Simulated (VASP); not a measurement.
Runs of VASP 6.6.1 on Zr. The structure is that of space group P6_3/mmc (No. 194), or close to it. The cells are those of the table. 

| task | cell | cutoff (eV) | gap on the mesh (eV) | pressure (GPa) |
| --- | --- | --- | --- | --- |
| relaxation of cell and atoms | relaxed to 9 GPa from a = 3.079, b = 3.079, c = 5.026 Å, angles 90.0, 90.0, 120.0°, 2 atoms | 600 | none | 9.0 |
| single point | a = 3.124, b = 3.124, c = 5.058 Å, angles 90.0, 90.0, 120.0°, 2 atoms | 520 | none | 2.1 |
| single point | a = 3.051, b = 3.051, c = 5.002 Å, angles 90.0, 90.0, 120.0°, 2 atoms | 520 | none | 9.1 |
| single point | a = 3.148, b = 3.148, c = 5.079 Å, angles 90.0, 90.0, 120.0°, 2 atoms | 520 | none | 0.1 |
| single point | a = 3.100, b = 3.100, c = 5.043 Å, angles 90.0, 90.0, 120.0°, 2 atoms | 520 | none | (a) |
| single point | a = 3.004, b = 3.004, c = 4.972 Å, angles 90.0, 90.0, 120.0°, 2 atoms | 520 | none | 14.1 |
| single point | a = 3.079, b = 3.079, c = 5.026 Å, angles 90.0, 90.0, 120.0°, 2 atoms | 520 | none | (b) |
| relaxation of cell and atoms | relaxed to 14 GPa from a = 3.051, b = 3.051, c = 5.002 Å, angles 90.0, 90.0, 120.0°, 2 atoms | 600 | none | 14.0 |

Alike in all rows: level LDA; potentials or basis VASP PAW LDA potentials, release 64 (Zr_sv); no spin polarisation; k mesh 16 × 16 × 10; smearing gaussian 0.05 eV.

Fill in the values left out.

(a) 4.1; (b) 6.1.

Caveats: the cell stands under pressure (at least some runs); the cell is relaxed towards a set pressure, so the run minimises the enthalpy, not the energy (at least some runs).

A k mesh can miss the band edges, and the runs leave out spin-orbit coupling on Zr.

A gap of «none» marks levels without a gap at the run's occupations.
